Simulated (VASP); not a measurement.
Set up this calculation in VASP 6.6.1, as the native input.

```
Task                   : single point
Functional             : PBE
Dispersion             : D3(BJ)
Potentials or basis    : VASP PAW PBE potentials, release 64 (Sb)
Cutoff                 : 520 eV
k mesh                 : 12 × 12 × 12
Occupations            : gaussian, width 0.1 eV
Spin                   : no spin polarisation
Dipole correction      : no
Further INCAR settings : ALGO = Normal; EDIFF = 1e-07; NBANDS = 12
```

The structure of Sb lies in POSCAR:

```
Sb
1.0
    2.1616083284      1.2480051503      3.6796745321
   -2.1616083284      1.2480051503      3.6796745321
    0.0000000000     -2.4960103005      3.6796745321
Sb
2
Direct
    0.2361487230      0.2361487230      0.2361487230
    0.7638512770      0.7638512770      0.7638512770
```

One way to write it, as run:

INCAR

```
PREC = Accurate ; ENCUT = 520
EDIFF = 1E-7 ; ISMEAR = 0
SIGMA = 0.1 ; LREAL = False
LASPH = True ; NELM = 100
ALGO = Normal ; ISIF = 2
LWAVE = False ; LCHARG = False
GGA = PE ; IVDW = 12
NBANDS = 12
```

KPOINTS

```
Automatic mesh
0
Gamma
  12 12 12
```

Potentials or basis: VASP PAW PBE potentials, release 64 (Sb).

The run is started by

```bash
$ cat potpaw_PBE.64/Sb/POTCAR > POTCAR
$ mpirun -np 1 vasp_std > vasp.out
```

Results of the run:

The pressure is 0.1 GPa and the largest force is 0.043 eV/Å. The band gap on the k mesh is zero (band 5 reaches 7.50 eV, above the bottom of band 6 at 7.26 eV) and the dispersion energy per atom is -0.480 eV.

Caveat: spin-orbit coupling is left out, which moves the levels of the heavy elements; pairwise dispersion overbinds metals, which lowers pressure and volume.

Wall time 2.7 min on 1 thread of AMD EPYC 7R43 64-Core Processor (Zen 3), with other jobs on the host, peak memory 0.25 GiB.
